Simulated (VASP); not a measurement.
# Au in VASP: further runs

The runs below take Au through vibrations by perturbation theory, with PBE.

All numbers are computed with VASP 6.6.1; they aren't measurements. Logs are shortened: lines on timing, memory, paths and dates and some standing lists are left out, and cuts for length are marked.

## Step 1: The cell of the first run

The typed cell holds 2 atoms: a = 2.898 Å, b = 2.898 Å, c = 4.851 Å, α = 90.00°, β = 90.00°, γ = 120.00°.

This isn't the form of Au at room conditions, which is fcc.

## Step 2: Vibrations by perturbation theory, PBE

INCAR

```
SYSTEM = Au
PREC     = Accurate       ! precision mode
ENCUT    = 520            ! plane-wave cutoff, eV
EDIFF    = 1E-8           ! SCF threshold, eV
ISMEAR   = -1             ! smearing method
SIGMA    = 0.15           ! smearing width, eV
LREAL    = .FALSE.        ! projectors in reciprocal space
LASPH    = .TRUE.         ! aspherical terms in the spheres
NELM     = 100            ! most SCF steps
ALGO     = Normal         ! electronic algorithm
ISIF     = 2              ! what is computed and relaxed
LWAVE    = .FALSE.        ! write WAVECAR
LCHARG   = .FALSE.        ! write CHGCAR
GGA      = PE             ! functional
IBRION   = 8              ! ionic algorithm
NSW      = 1              ! ionic steps
```

KPOINTS

```
regular mesh
0
G
  16 16 10
  0 0 0
```

POSCAR

```
Au
1.0
    1.4489907669     -2.5098507654      0.0000000000
    1.4489907669      2.5098507654      0.0000000000
    0.0000000000      0.0000000000      4.8508666149
Au
2
Direct
    0.6666512042      0.3333487958      0.2500000000
    0.3333487958      0.6666512042      0.7500000000
```

Potentials or basis: VASP PAW PBE potentials, release 64 (Au).

On the command line:

```bash
> cat potpaw_PBE.64/Au/POTCAR > POTCAR
> mpirun -np 1 vasp_std > vasp.out
```

OUTCAR:

```text
SYSTEM = Au
   PREC = Accurate
   ENCUT = 520
   EDIFF = 1E-8
   ISMEAR = -1
   LREAL = .FALSE.
   LASPH = .TRUE.
   NELM = 100
   ISIF = 2
   GGA = PE
   IBRION = 8
   NSW = 1

 ion  position               nearest neighbor table
   1  0.667  0.333  0.250-   2 2.95   2 2.95   2 2.95   2 2.95   2 2.95   2 2.95
   2  0.333  0.667  0.750-   1 2.95   1 2.95   1 2.95   1 2.95   1 2.95   1 2.95

  LATTYP: Found a base centered orthorhombic cell.
 ALAT       =     2.8979815338
 B/A-ratio  =     1.7321371694
 C/A-ratio  =     1.6738776829

  Lattice vectors:

 A1 = (   1.4489907669,  -2.5098507654,   0.0000000000)
 A2 = (   1.4489907669,   2.5098507654,   0.0000000000)
 A3 = (   0.0000000000,   0.0000000000,   4.8508666149)

Analysis of symmetry for initial positions (statically):
=====================================================================
 Subroutine PRICEL returns:
 Original cell was already a primitive cell.

 Routine SETGRP: Setting up the symmetry group for a
 base centered orthorhombic supercell.

 Subroutine GETGRP returns: Found  8 space group operations
 (whereof  4 operations were pure point group operations)
 out of a pool of  8 trial point group operations.

The static configuration has the point symmetry C_2h.
 The point group associated with its full space group is D_2h.

Analysis of symmetry for dynamics (positions and initial velocities):
=====================================================================
 Subroutine PRICEL returns:
 Original cell was already a primitive cell.

 Routine SETGRP: Setting up the symmetry group for a
 base centered orthorhombic supercell.

 Subroutine GETGRP returns: Found  8 space group operations
 (whereof  4 operations were pure point group operations)
 out of a pool of  8 trial point group operations.

The dynamic configuration has the point symmetry C_2h.
 The point group associated with its full space group is D_2h.

 Subroutine INISYM returns: Found  8 space group operations
 (whereof  4 operations are pure point group operations),
 and found     1 'primitive' translations

----------------------------------------------------------------------------------------

                                     Primitive cell

  volume of cell :      35.2828

  direct lattice vectors                    reciprocal lattice vectors
     1.448990767 -2.509850765  0.000000000     0.345067761 -0.199215032  0.000000000
     1.448990767  2.509850765  0.000000000     0.345067761  0.199215032  0.000000000
     0.000000000  0.000000000  4.850866615     0.000000000  0.000000000  0.206148732

  length of vectors
     2.898089907  2.898089907  4.850866615     0.398444963  0.398444963  0.206148732

  position of ions in fractional coordinates (direct lattice)
     0.666651204  0.333348796  0.250000000
     0.333348796  0.666651204  0.750000000

  ion indices of the primitive-cell ions
   primitive index   ion index
                 1           1
                 2           2

----------------------------------------------------------------------------------------

 KPOINTS: regular mesh

Automatic generation of k-mesh.
 Grid dimensions read from file:
 generate k-points for:   16   16   10

 Generating k-lattice:

  Cartesian coordinates                     Fractional coordinates (reciprocal lattice)
     0.021566735 -0.012450939  0.000000000     0.062500000 -0.000000000  0.000000000
     0.021566735  0.012450939  0.000000000    -0.000000000  0.062500000  0.000000000
     0.000000000  0.000000000  0.020614873     0.000000000  0.000000000  0.100000000

[... 99 lines left out ...]
  ---------------------------------------------------
  ext. energy  EPLUGINS =         0.00000000
  ---------------------------------------------------
  free energy    TOTEN  =        -6.44368587 eV

  energy without entropy =       -6.39601250  energy(sigma->0) =       -6.41984918

 E-fermi :   8.8894     XC(G=0): -12.5101

 val. band max:        8.8850972046   @ k =   0.4375   0.0625   0.2000
 cond. band min:       8.9293613485   @ k =   0.5000   0.3750   0.3000
 fundamental gap:      0.0442641439
 Fermi energy:         8.8893665120

 k-point     1 :       0.0000    0.0000    0.0000
  band No.  band energies     occupation
      1      -0.5886      2.00000
      2       1.8263      2.00000
      3       4.2447      2.00000
      4       4.4940      2.00000
      5       4.4947      2.00000
      6       4.7907      2.00000
      7       4.7911      2.00000
      8       5.4295      2.00000
      9       5.4301      2.00000
     10       6.7331      2.00000
     11       6.7334      2.00000
     12       7.9451      1.99632
     13      11.4549      0.00000
     14      23.4890      0.00000
[... 401 lines left out ...]
      2       1.9251      2.00000
      3       4.1978      2.00000
      4       4.5327      2.00000
      5       4.5733      2.00000
      6       4.7492      2.00000
      7       4.8645      2.00000
      8       5.3457      2.00000
      9       5.3822      2.00000
     10       6.2636      2.00000
     11       6.7533      2.00000
     12       8.5593      1.80053
     13      11.4555      0.00000
     14      23.5381      0.00000
     15      24.8084      0.00000

 [... further k-points ...]
[... 5 lines left out ...]
  --------------------------------------------------------------------------------------
  -------------------------------------------------------------------------------------
  Total        0.6098549      0.6096458      0.6000128      0.0000000     -0.0000000      0.0000000
  in kB       27.6932689     27.6837739     27.2463442      0.0000000     -0.0000000      0.0000000
  external PRESSURE =      27.5411290 kB  Pullay stress =       0.0000000 kB

 VOLUME and BASIS-vectors are now :
 -----------------------------------------------------------------------------
  energy-cutoff  :      520.00
  volume of cell :       35.28
      direct lattice vectors                 reciprocal lattice vectors
     1.448990767 -2.509850765  0.000000000     0.345067761 -0.199215032  0.000000000
     1.448990767  2.509850765  0.000000000     0.345067761  0.199215032  0.000000000
     0.000000000  0.000000000  4.850866615     0.000000000  0.000000000  0.206148732

 POSITION                                       TOTAL-FORCE (eV/Angst)
 -----------------------------------------------------------------------------------
      1.44899     -0.83654      1.21272         0.000000     -0.000049      0.000000
      1.44899      0.83654      3.63815         0.000000      0.000049     -0.000000
 -----------------------------------------------------------------------------------
    total drift:                                0.000000     -0.000000     -0.000000

  FREE ENERGIE OF THE ION-ELECTRON SYSTEM (eV)
  ---------------------------------------------------
  free  energy   TOTEN  =        -6.4436858661 eV

  energy  without entropy=       -6.3960125002  energy(sigma->0) =       -6.41984918

[... ionic steps 2 to 3 ...]

--------------------------------------- Ionic step        4  -------------------------------------------

------------------------ aborting loop because EDIFF is reached ----------------------------------------

--------------------------------------- Ionic step        5  -------------------------------------------

------------------------ aborting loop because EDIFF is reached ----------------------------------------

--------------------------------------- Ionic step        6  -------------------------------------------

 Free energy of the ion-electron system (eV)
  ---------------------------------------------------
  ---------------------------------------------------
  free energy    TOTEN  =        -0.31377836 eV

  energy without entropy =       -0.31377836

------------------------ aborting loop because EDIFF is reached ----------------------------------------

 INTERNAL STRAIN TENSOR  FOR ION    1  DIRECTION 3   (eV/Angst):
 -----------------------------------------------------------------------------
    -0.00754  0.00000  0.00000
     0.00000 -0.00670 -0.00040
     0.00000 -0.00037  0.02295

 INTERNAL STRAIN TENSOR FOR ION    2 for displacements in x,y,z  (eV/Angst):
          X           Y           Z          XY          YZ          ZX
  --------------------------------------------------------------------------------
  x     0.00000     0.00000     0.00000     0.53057     0.00000     0.00000
  y     0.51853    -0.52173    -0.00005     0.00000     0.00000     0.00000
  z     0.00000     0.00000     0.00000     0.00000     0.00037     0.00000

 SECOND DERIVATIVES (NOT SYMMETRIZED)
 ------------------------------------
               1X          1Y          1Z          2X          2Y          2Z
  1X    -0.538623    0.000000    0.000000    0.538623    0.000000    0.000000
  1Y     0.000000   -0.539679    0.000000    0.000000    0.539679    0.000000
  1Z     0.000000    0.000000   -7.040003    0.000000    0.000000    7.040003
  2X     0.538623    0.000000    0.000000   -0.538623    0.000000    0.000000
  2Y     0.000000    0.539679    0.000000    0.000000   -0.539679    0.000000
  2Z     0.000000    0.000000    7.040003    0.000000    0.000000   -7.040003

 Eigenvectors and eigenvalues of the dynamical matrix
 ----------------------------------------------------

   1 f  =    4.179810 THz    26.262520 2PiTHz  139.423449 cm-1    17.286297 meV
             X         Y         Z           dx          dy          dz
      1.448991 -0.836539  1.212717     0.000000    0.000000   -0.707107
      1.448991  0.836539  3.638150     0.000000    0.000000    0.707107
[... 16 lines left out ...]
   5 f  =    0.000000 THz     0.000000 2PiTHz    0.000000 cm-1     0.000000 meV
             X         Y         Z           dx          dy          dz
      1.448991 -0.836539  1.212717     0.000000    0.000000    0.707107
      1.448991  0.836539  3.638150     0.000000    0.000000    0.707107

   6 f/i=    0.000000 THz     0.000000 2PiTHz    0.000000 cm-1     0.000000 meV
             X         Y         Z           dx          dy          dz
      1.448991 -0.836539  1.212717     0.000000   -0.707107    0.000000
      1.448991  0.836539  3.638150     0.000000   -0.707107    0.000000

--------------------------------------------------------------------------------------------------------

 ELASTIC MODULI CONTR FROM IONIC RELAXATION (kBar)
 Direction    XX          YY          ZZ          XY          YZ          ZX
 --------------------------------------------------------------------------------
 XX         -22.6238     22.7631      0.0022      0.0000     -0.0000      0.0000
 YY          22.7631    -22.9033     -0.0022     -0.0000      0.0000      0.0000
 ZZ           0.0022     -0.0022     -0.0000     -0.0000      0.0000      0.0000
 XY           0.0000     -0.0000     -0.0000    -23.7329      0.0000      0.0000
 YZ          -0.0000      0.0000      0.0000      0.0000     -0.0000      0.0000
 ZX           0.0000      0.0000      0.0000      0.0000      0.0000      0.0000
 --------------------------------------------------------------------------------
```

Wall time 19 min (1 thread of Oxide Virtual Turin-like, shared host); peak memory 0.8 GiB.

What came out:

| Property | Result |
| --- | --- |
| Highest phonon frequency at Γ | 139 cm⁻¹ |

Phonon frequencies in cm⁻¹ (negative: imaginary):
| q point | frequencies |
| --- | --- |
| (0.000, 0.000, 0.000) | 0 0 0 39 39 139 |

Caveat: the cell stands under pressure or tension, which shifts response properties; spin-orbit coupling is left out, which moves the levels of the heavy elements.

(Part 1 of 2 ends here.)
